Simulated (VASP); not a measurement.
# Zn16AsO15 (a cell with a defect) (zincite) in VASP: single point with PBE

Aim: the single point of Zn16AsO15 (a cell with a defect) (zincite) with PBE.

All numbers are computed with VASP 6.6.1; they aren't measurements. Logs are shortened: lines on timing, memory, paths and dates and some standing lists are left out, and cuts for length are marked.

### 1 The cell of the first run

The cell holds a defect, 32 atoms: a = 6.499 Å, b = 6.499 Å, c = 10.411 Å, α = 90.00°, β = 90.00°, γ = 120.00°.

### 2 Single point, PBE

The input, INCAR:

```
SYSTEM = Zn16AsO15
PREC = Accurate
ENCUT = 520
EDIFF = 1E-7
ISMEAR = -1
SIGMA = 0.01
LREAL = Auto
LASPH = .True.
NELM = 100
ALGO = Normal
ISIF = 2
LWAVE = .False.
LCHARG = .False.
GGA = PE
NELECT = 288.0
NBANDS = 166
```

The input, KPOINTS:

```
regular mesh
0
Gamma
  3 3 2
  0 0 0
```

The input, POSCAR:

```
Zn16AsO15
1.0
    6.4986160000      0.0000000000      0.0000000000
   -3.2493080000      5.6279665454      0.0000000000
    0.0000000000      0.0000000000     10.4114180000
Zn As O
16 1 15
Direct
    0.1527733586      0.3472266414      0.2660687829
    0.1640527704      0.3359472296      0.7388229661
    0.1527733586      0.8055467171      0.2660687829
    0.1640527704      0.8281055408      0.7388229661
    0.6944532829      0.3472266414      0.2660687829
    0.6718944592      0.3359472296      0.7388229661
    0.6666666667      0.8333333333      0.2406757807
    0.6666666667      0.8333333333      0.7641693853
    0.3333333333      0.1666666667     -0.0404244993
    0.3333333333      0.1666666667      0.4907821113
    0.3247823692      0.6623911846      0.0031501863
    0.3458839213      0.6729419606      0.5035474540
    0.8376088154      0.1752176308      0.0031501863
    0.8270580394      0.1541160787      0.5035474540
    0.8376088154      0.6623911846      0.0031501863
    0.8270580394      0.6729419606      0.5035474540
    0.3333333333      0.1666666667      0.1773278608
    0.3333333333      0.1666666667      0.6864120791
    0.3302825025      0.6651412512      0.1918743136
    0.3451329001      0.6725664500      0.6908815067
    0.8348587488      0.1697174975      0.1918743136
    0.8274335500      0.1548670999      0.6908815067
    0.8348587488      0.6651412512      0.1918743136
    0.8274335500      0.6725664500      0.6908815067
    0.1614028473      0.3385971527      0.4562061068
    0.1594800245      0.3405199755      0.9254617825
    0.1614028473      0.8228056946      0.4562061068
    0.1594800245      0.8189600491      0.9254617825
    0.6771943054      0.3385971527      0.4562061068
    0.6810399509      0.3405199755      0.9254617825
    0.6666666667      0.8333333333      0.4337217247
    0.6666666667      0.8333333333      0.9513762608
```

Potentials or basis: VASP PAW PBE potentials, release 64 (Zn, As, O).

Launch:

```
$ cat potpaw_PBE.64/Zn/POTCAR potpaw_PBE.64/As/POTCAR potpaw_PBE.64/O/POTCAR > POTCAR
$ mpirun -np 1 vasp_std > vasp.out
```

OUTCAR:

```text
SYSTEM = Zn16AsO15
   PREC = Accurate
   ENCUT = 520
   EDIFF = 1E-7
   ISMEAR = -1
   LREAL = Auto
   LASPH = .True.
   NELM = 100
   ISIF = 2
   GGA = PE
   NELECT = 288.0

 ion  position               nearest neighbor table
   1  0.153  0.347  0.266-  19 1.95  21 1.95  25 1.98  17 2.23   3 2.98   5 2.98
   2  0.164  0.336  0.739-  26 1.94  20 1.96  22 1.96  18 1.98   9 2.99
   3  0.153  0.806  0.266-  23 1.95  19 1.95  27 1.98  17 2.23   1 2.98   5 2.98
   4  0.164  0.828  0.739-  28 1.94  24 1.96  20 1.96  18 1.98   9 2.99
   5  0.694  0.347  0.266-  23 1.95  21 1.95  29 1.98  17 2.23   3 2.98   1 2.98
   6  0.672  0.336  0.739-  30 1.94  24 1.96  22 1.96  18 1.98   9 2.99
   7  0.667  0.833  0.241-  21 1.96  23 1.96  19 1.96  31 2.01
   8  0.667  0.833  0.764-  32 1.95  22 1.96  24 1.96  20 1.96
   9  0.333  0.167  0.960-  28 1.99  26 1.99  30 1.99  17 2.27   2 2.99   4 2.99   6 2.99
  10  0.333  0.167  0.491-  25 1.97  27 1.97  29 1.97  18 2.04
  11  0.325  0.662  0.003-  19 1.97  26 1.98  28 1.98  32 2.00
  12  0.346  0.673  0.504-  31 1.95  25 1.95  27 1.95  20 1.95
  13  0.838  0.175  0.003-  21 1.97  26 1.98  30 1.98  32 2.00
  14  0.827  0.154  0.504-  31 1.95  25 1.95  29 1.95  22 1.95
  15  0.838  0.662  0.003-  23 1.97  30 1.98  28 1.98  32 2.00
[... 15 lines left out ...]
  31  0.667  0.833  0.434-  14 1.95  16 1.95  12 1.95   7 2.01
  32  0.667  0.833  0.951-   8 1.95  15 2.00  13 2.00  11 2.00

  LATTYP: Found a hexagonal cell.
 ALAT       =     6.4986160000
 C/A-ratio  =     1.6020977390

  Lattice vectors:

 A1 = (   6.4986160000,   0.0000000000,   0.0000000000)
 A2 = (  -3.2493080000,   5.6279665454,   0.0000000000)
 A3 = (   0.0000000000,   0.0000000000,  10.4114180000)

Analysis of symmetry for initial positions (statically):
=====================================================================
 Subroutine PRICEL returns:
 Original cell was already a primitive cell.

 Routine SETGRP: Setting up the symmetry group for a
 hexagonal supercell.

 Subroutine GETGRP returns: Found  6 space group operations
 (whereof  2 operations were pure point group operations)
 out of a pool of 24 trial point group operations.

The static configuration has the point symmetry C_1h.
 The point group associated with its full space group is C_3v.

Analysis of symmetry for dynamics (positions and initial velocities):
=====================================================================
 Subroutine PRICEL returns:
 Original cell was already a primitive cell.

 Routine SETGRP: Setting up the symmetry group for a
 hexagonal supercell.

 Subroutine GETGRP returns: Found  6 space group operations
 (whereof  2 operations were pure point group operations)
 out of a pool of 24 trial point group operations.

The dynamic configuration has the point symmetry C_1h.
 The point group associated with its full space group is C_3v.

 Subroutine INISYM returns: Found  6 space group operations
 (whereof  2 operations are pure point group operations),
 and found     1 'primitive' translations

----------------------------------------------------------------------------------------

                                     Primitive cell

  volume of cell :     380.7871

  direct lattice vectors                    reciprocal lattice vectors
     6.498616000  0.000000000  0.000000000     0.153878918  0.088842035  0.000000000
    -3.249308000  5.627966545  0.000000000     0.000000000  0.177684070  0.000000000
     0.000000000  0.000000000 10.411418000     0.000000000  0.000000000  0.096048396

  length of vectors
     6.498616000  6.498616000 10.411418000     0.177684070  0.177684070  0.096048396

  position of ions in fractional coordinates (direct lattice)
     0.152773359  0.347226641  0.266068783
     0.164052770  0.335947230  0.738822966
     0.152773359  0.805546717  0.266068783
     0.164052770  0.828105541  0.738822966
     0.694453283  0.347226641  0.266068783
     0.671894459  0.335947230  0.738822966
[... 24 lines left out ...]
     0.666666667  0.833333333  0.433721725
     0.666666667  0.833333333  0.951376261

  ion indices of the primitive-cell ions
   primitive index   ion index
                 1           1
                 2           2
                 3           3
                 4           4
                 5           5
                 6           6
[... 24 lines left out ...]
                31          31
                32          32

----------------------------------------------------------------------------------------

 KPOINTS: regular mesh

Automatic generation of k-mesh.
 Grid dimensions read from file:
 generate k-points for:    3    3    2

 Generating k-lattice:

  Cartesian coordinates                     Fractional coordinates (reciprocal lattice)
     0.051292973  0.029614012  0.000000000     0.333333333  0.000000000  0.000000000
     0.000000000  0.059228023  0.000000000     0.000000000  0.333333333  0.000000000
     0.000000000  0.000000000  0.048024198     0.000000000  0.000000000  0.500000000

  Length of vectors
     0.059228023  0.059228023  0.048024198

  Shift w.r.t. Gamma in fractional coordinates (k-lattice)
     0.000000000  0.000000000  0.000000000

 Subroutine IBZKPT returns following result:
 ===========================================

 Found      6 irreducible k-points:

 Following reciprocal coordinates:
            Coordinates               Weight
  0.000000  0.000000  0.000000      1.000000
  0.333333 -0.000000  0.000000      6.000000
  0.333333  0.333333  0.000000      2.000000
  0.000000  0.000000  0.500000      1.000000
  0.333333 -0.000000  0.500000      6.000000
  0.333333  0.333333  0.500000      2.000000
   k-points           NKPTS =      6   k-points in BZ     NKDIM =      6   number of bands    NBANDS=    166
   number of dos      NEDOS =    301   number of ions     NIONS =     32
   total plane-waves  NPLWV = 184320
   dimension x,y,z NGX =    48 NGY =   48 NGZ =   80
   dimension x,y,z NGXF=    96 NGYF=   96 NGZF=  160
   ions per type =              16   1  15
   NGX,Y,Z   is equivalent  to a cutoff of  12.28, 12.28, 12.77 a.u.
   NGXF,Y,Z  is equivalent  to a cutoff of  24.56, 24.56, 25.55 a.u.
 SYSTEM =  Zn16AsO15
   PREC   = accura    normal or accurate (medium, high low for compatibility)
   ISTART =      0    job   : 0-new  1-cont  2-samecut
   ICHARG =      2    charge: 1-file 2-atom 10-const
   ISPIN  =      1    spin polarized calculation?
   LNONCOLLINEAR =      F non collinear calculations
   LSORBIT =      F    spin-orbit coupling
   LASPH  =      T    aspherical Exc in radial PAW
   ENCUT  =  520.0 eV  38.22 Ry    6.18 a.u.  12.08 12.08 19.36*2*pi/ulx,y,z
   NELM   =    100;   NELMIN=  2; NELMDL= -5     # of ELM steps
   EDIFF  = 0.1E-06   stopping-criterion for ELM
   LREAL  =      T    real-space projection
   EDIFFG = 0.1E-05   stopping-criterion for IOM
   NSW    =      0    number of steps for IOM
   IBRION =     -1    ionic relax: 0-MD 1-quasi-New 2-CG
   NFREE  =      0    steps in history (QN), initial steepest desc. (CG)
   ISIF   =      2    stress and relaxation
   ISYM   =      2    0-nonsym 1-usesym 2-fastsym
   POTIM  = 0.5000    time-step for ionic-motion
   TEBEG  =    0.0;   TEEND  =   0.0 temperature during run
   PSTRESS=    0.0 pullay stress
   NELECT =     288.0000    total number of electrons
   NUPDOWN=      -1.0000    fix difference up-down
   EMIN   =  10.00;   EMAX   =-10.00  energy-range for DOS
   EFERMI =   0.00;   METHOD = LEGACY
   ISMEAR =    -1;   SIGMA  =   0.01  broadening in eV -4-tet -1-fermi 0-gaus
   EFERMI_NEDOS =   21; number of points for ismear=-14 and -15
   IALGO  =     38    algorithm
   IMIX   =      4    mixing-type and parameters
     AMIX     =   0.40;   BMIX     =  1.00
     AMIX_MAG =   1.60;   BMIX_MAG =  1.00
  volume/ion in A,a.u.               =      11.90        80.30
  Fermi-wavevector in a.u.,A,eV,Ry     =   1.491574  2.818667 30.270160  2.224794
  Thomas-Fermi vector in A             =   2.604212
   LORBIT       =      0    0 simple, 1 ext, 2 COOP (PROOUT), +10 PAW based schemes
   GGA     = PE    functional components
   LHFCALC =     F    Hartree Fock is set to
   AEXX    =    0.0000 exact exchange contribution
   IVDW    =     0    specifies the selected vdW correction
   LEPSILON=     F    determine dielectric tensor
   LRPA    =     F    only Hartree local field effects (RPA)
 non-spin polarized calculation
  energy-cutoff  :      520.00
  volume of cell :      380.79
 maximum number of plane-waves:     10266
   NGX = 25   NGY = 25   NGZ = 39

 number of electron     288.0000087 magnetization

 Free energy of the ion-electron system (eV)
  ---------------------------------------------------
  ext. energy  EPLUGINS =         0.00000000
  ---------------------------------------------------
  free energy    TOTEN  =      -133.53035509 eV

  energy without entropy =     -133.52787024  energy(sigma->0) =     -133.52911266

 E-fermi :   3.2838     XC(G=0): -11.1049

 val. band max:        3.2745701692   @ k =   0.0000   0.0000   0.0000
 cond. band min:       3.6291263561   @ k =   0.0000   0.0000   0.5000
 fundamental gap:      0.3545561869
 Fermi energy:         3.2837756622

 k-point     1 :       0.0000    0.0000    0.0000
  band No.  band energies     occupation
      1     -16.8162      2.00000
      2     -16.4105      2.00000
      3     -16.2296      2.00000
      4     -16.1747      2.00000
      5     -16.1747      2.00000
      6     -16.1669      2.00000
[... 148 lines left out ...]
    155       7.5226      0.00000
    156       7.5226      0.00000

 k-point     2 :       0.3333   -0.0000    0.0000
  band No.  band energies     occupation
      1     -16.6761      2.00000
      2     -16.3606      2.00000
      3     -16.3115      2.00000
      4     -16.1821      2.00000
      5     -16.1813      2.00000
      6     -16.1169      2.00000
[... 784 lines left out ...]
    155       8.2843      0.00000
    156       8.6265      0.00000
 [bands above 156 left out]

------------------------ aborting loop because EDIFF is reached ----------------------------------------

  FORCE on cell =-STRESS in cart. coord.  units (eV):
  Direction    XX          YY          ZZ          XY          YZ          ZX
  --------------------------------------------------------------------------------------
  -------------------------------------------------------------------------------------
  Total       37.8617795     37.8617795     39.2085403      0.0000000      0.0000000     -0.0000000
  in kB      159.3049750    159.3049750    164.9715256      0.0000000      0.0000000     -0.0000000
  external PRESSURE =     161.1938252 kB  Pullay stress =       0.0000000 kB

 VOLUME and BASIS-vectors are now :
 -----------------------------------------------------------------------------
  energy-cutoff  :      520.00
  volume of cell :      380.79
      direct lattice vectors                 reciprocal lattice vectors
     6.498616000  0.000000000  0.000000000     0.153878918  0.088842035  0.000000000
    -3.249308000  5.627966545  0.000000000     0.000000000  0.177684070  0.000000000
     0.000000000  0.000000000 10.411418000     0.000000000  0.000000000  0.096048396

 POSITION                                       TOTAL-FORCE (eV/Angst)
 -----------------------------------------------------------------------------------
     -0.13543      1.95418      2.77015         0.008199     -0.004733      0.021495
     -0.02548      1.89070      7.69219         0.015461     -0.008926     -0.039867
     -1.62465      4.53359      2.77015        -0.000000      0.009467      0.021495
     -1.62465      4.66055      7.69219        -0.000000      0.017853     -0.039867
      3.38474      1.95418      2.77015        -0.008199     -0.004733      0.021495
      3.27479      1.89070      7.69219        -0.015461     -0.008926     -0.039867
[... 24 lines left out ...]
      1.62465      4.68997      4.51566        -0.000000     -0.000000     -0.035510
      1.62465      4.68997      9.90518        -0.000000     -0.000000     -0.004160
 -----------------------------------------------------------------------------------
    total drift:                               -0.000007      0.000007     -0.005441

  FREE ENERGIE OF THE ION-ELECTRON SYSTEM (eV)
  ---------------------------------------------------
  free  energy   TOTEN  =      -133.5303550901 eV

  energy  without entropy=     -133.5278702395  energy(sigma->0) =     -133.52911266
```

Run time: 18 min. Hardware: 1 thread of Intel Xeon Platinum 8259CL at 2.50GHz (Skylake/Cascade Lake), shared host; peak memory 0.58 GiB.

What came out:

```
Free energy   : -133.5304 eV
Largest force : 0.044 eV/Å
```

Forces in eV/Å, atoms in the order of the input:
```
Zn   0.008 -0.005  0.021
Zn   0.015 -0.009 -0.040
Zn   0.000  0.009  0.021
Zn   0.000  0.018 -0.040
Zn  -0.008 -0.005  0.021
Zn  -0.015 -0.009 -0.040
Zn   0.000  0.000 -0.017
Zn   0.000  0.000  0.017
Zn   0.000  0.000  0.008
Zn   0.000  0.000 -0.005
Zn  -0.024 -0.014 -0.013
Zn   0.022  0.013  0.016
Zn   0.000  0.027 -0.013
Zn   0.000 -0.025  0.016
Zn   0.024 -0.014 -0.013
Zn  -0.022  0.013  0.016
As   0.000  0.000 -0.005
O    0.000  0.000 -0.033
O    0.027  0.016 -0.006
O   -0.012 -0.007  0.002
O    0.000 -0.032 -0.006
O    0.000  0.014  0.002
O   -0.027  0.016 -0.006
O    0.012 -0.007  0.002
O    0.023 -0.013  0.030
O   -0.021  0.012  0.014
O    0.000  0.026  0.030
O    0.000 -0.024  0.014
O   -0.023 -0.013  0.030
O    0.021  0.012  0.014
O    0.000  0.000 -0.036
O    0.000  0.000 -0.004
```

Caveat: the k points lie up to 0.37 Å⁻¹ apart; the cell carries a net charge on a neutralising background, which shifts energy and pressure; the cell is charged against a uniform background, so pressure and absolute levels hang on convention.
